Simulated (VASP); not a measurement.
A run of VASP 6.6.1 is set up as follows.

Contents of POSCAR:

```
Ru
1.0
    2.7058000000      0.0000000000      0.0000000000
   -1.3529000000      2.3432915376      0.0000000000
    0.0000000000      0.0000000000      4.2819000000
Ru
2
Direct
    0.6666666667      0.3333333333      0.7500000000
    0.3333333333      0.6666666667      0.2500000000
```

INCAR.step1

```
  ALGO = Normal
  EDIFF = 1E-5
  ENCUT = 520
  GGA = PE
  ISIF = 2
  ISMEAR = -1
  LASPH = T
  LREAL = F
  LWAVE = T
  NBANDS = 21
  NELM = 100
  PREC = Accurate
  SIGMA = 0.05
```

The input INCAR.step2:

```
  AEXX = 0.25
  ALGO = Normal
  EDIFF = 1E-7
  ENCUT = 520
  ISIF = 2
  ISMEAR = -1
  ISTART = 1
  LASPH = T
  LCHARG = T
  LELF = T
  LHFCALC = T
  LMIXTAU = T
  LREAL = F
  LVHAR = T
  LWAVE = F
  METAGGA = R2SCAN
  NBANDS = 21
  NELM = 100
  PREC = Accurate
  PRECFOCK = Normal
  SIGMA = 0.05
```

KPOINTS

```
k-points
0
Gamma
  6 6 3
```

Potentials or basis: VASP PAW PBE potentials, release 64 (Ru_pv).

Run with:

```console
$ cat potpaw_PBE.64/Ru_pv/POTCAR > POTCAR
$ cp INCAR.step1 INCAR
$ mpirun -np 1 vasp_std > vasp.out
$ cp INCAR.step2 INCAR
$ mpirun -np 1 vasp_std > vasp.out
```

Q: Estimate the band gap on the k mesh.

A: Zero (bands 14 and 15 overlap by 4.55 eV).

Q: What does it give for the pressure?

A: -11.7 GPa.

Stress tensor (GPa, compression positive):
```
 -8.49   0.00   0.00
  0.00  -8.49   0.00
  0.00   0.00 -18.12
```

Caveat: the k points lie up to 0.49 Å⁻¹ apart, too coarse for converged energies and pressures of a metal; the PAW data sets were made with another functional, which shifts forces and pressure a little.
